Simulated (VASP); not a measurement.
Crystal: AlCo.

```
Al Co
1.0
     2.69889   -0.16549   -0.13159
    -0.16549    3.16015    0.01073
    -0.13159    0.01073    2.69667
Al Co
1 1
Cartesian
  -0.0028 0.0031 0.0020
  1.2037 1.4996 1.2859
```

This cell differs from its parent crystal: cell sheared at random, sigma 0.06, atoms nudged by 0.01 Å.

| Item | Value |
| --- | --- |
| Program | VASP 6.6.1 |
| Task | relaxation of cell and atoms |
| Functional | PBE |
| Potentials or basis | VASP PAW PBE potentials, release 64 (Al, Co) |
| Cutoff | 600 eV |
| k mesh | 12 × 12 × 12 |
| Occupations | gaussian, width 0.15 eV |
| Spin | no spin polarisation |

At the start: pressure 7.8 GPa; volume 11.44 Å³/atom.

**Question.** How do energy, volume and symmetry change on relaxing?

**Answer.** Over 11 steps the energy falls by 172.6 meV/atom and the volume is 11.59 Å³/atom (+1.4 %); space group Pm-3m (No. 221, to 0.05 Å).

The path:
```csv
step,energy change (eV),largest force (eV/Å),pressure (GPa),volume (Å³)
1,0.0000,0.0414,7.81,22.87
2,-0.2219,0.0298,-8.26,24.65
3,-0.2224,0.0301,-7.33,24.51
4,-0.3063,0.0202,1.32,23.11
5,-0.3063,0.0206,1.13,23.14
6,-0.3368,0.0040,0.74,23.12
7,-0.3420,0.0130,0.82,23.09
8,-0.3448,0.0041,-0.91,23.31
9,-0.3449,0.0054,-0.61,23.27
10,-0.3451,0.0006,0.45,23.13
11,-0.3452,0.0025,0.07,23.19
```

Final structure:
```xyz
2
Lattice="2.8520 -0.0134 -0.0023 0.0114 2.8518 0.0031 0.0015 -0.0033 2.8506" Properties=species:S:1:pos:R:3 pbc="T T T"
Al    0.0130    2.8484    2.8537
Co    1.4323    1.4177    1.4257
```

Caveat: the cell differs from its parent crystal (cell sheared at random, sigma 0.06, atoms nudged by 0.01 Å).
